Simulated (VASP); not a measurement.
Set up this calculation in VASP 6.6.1, as the native input.

```yaml
Task: single point
Functional: PBE
Potentials_or_basis: VASP PAW PBE potentials, release 64 (Ti_sv, Te)
Cutoff: 520 eV
k_mesh: 12 × 12 × 1
Occupations: gaussian, width 0.01 eV
Spin: no spin polarisation
Dipole_correction: yes
Further_INCAR_settings: ALGO = Normal; EDIFF = 1e-06; NBANDS = 19
```

The structure of TiTe2 lies in POSCAR:

```
TiTe2
1.0
    3.7641283511      0.0000000000      0.0000000000
   -1.8820641755      3.2598307751      0.0000000000
    0.0000000000      0.0000000000     30.9291448000
Ti Te
1 2
Direct
    0.0000000000      0.0000000000      0.2909876771
    0.3333333333      0.6666666667      0.2335739382
    0.3333333333      0.6666666667      0.3484014160
```

The cell was generated, and may not be a known phase.

These files were run (other wordings do the same):

INCAR

```
ALGO = Normal
DIPOL = 0.5 0.5 0.291
EDIFF = 1E-6
ENCUT = 520
GGA = PE
IDIPOL = 3
ISIF = 2
ISMEAR = 0
LASPH = True
LCHARG = False
LDIPOL = True
LREAL = False
LWAVE = False
NBANDS = 19
NELM = 80
PREC = Accurate
SIGMA = 0.01
```

KPOINTS

```
k-points
0
Gamma
  12 12 1
```

Potentials or basis: VASP PAW PBE potentials, release 64 (Ti_sv, Te).

Command:

```console
$ cat potpaw_PBE.64/Ti_sv/POTCAR potpaw_PBE.64/Te/POTCAR > POTCAR
$ mpirun -np 1 vasp_std > vasp.out
```

It gave:

```
Largest force          : 0.074 eV/Å
Band gap on the k mesh : 0.22 eV (least direct gap 0.59 eV)
```

Caveat: semilocal functionals underestimate gaps, and a narrow one can read as zero; spin-orbit coupling is left out, which moves the levels of the heavy elements.

It took 3.2 min on 1 thread of Intel(R) Xeon(R) Platinum 8259CL CPU @ 2.50GHz (Skylake/Cascade Lake), on a shared host, peak memory 0.52 GiB.
